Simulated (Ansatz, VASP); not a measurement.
**Rb in VASP and in Ansatz**

```
CELL_PARAMETERS angstrom
-2.46451 2.81658 2.81658
2.81658 -2.46451 2.81658
2.81658 2.81658 -2.46451
ATOMIC_POSITIONS crystal
Rb 0.00000 0.00000 0.00000
```

Alike in both runs: task single point; functional PBE; k mesh 14 × 14 × 14; occupations gaussian, width 0.15 eV; no spin polarisation.

```csv
,VASP,Ansatz
version,VASP 6.6.1,Ansatz 0.2.0
potentials or method,"VASP PAW PBE potentials, release 64 (Rb_sv), cutoff 520 eV","scalar-relativistic, plane waves, PAW"
valence electrons in the cell,9,9
```

|  | VASP | Ansatz | Ansatz less VASP |
| --- | --- | --- | --- |
| gap on the k mesh at the Fermi level (eV) | none | none | - |
| pressure (GPa) | 0.1 | 0.1 | 0.00 |
| traceless stress, the component that is largest in VASP (GPa) | -0.17 | -0.17 | 0.000 |

A gap of «none» marks a metal or a gap that the smearing closes.
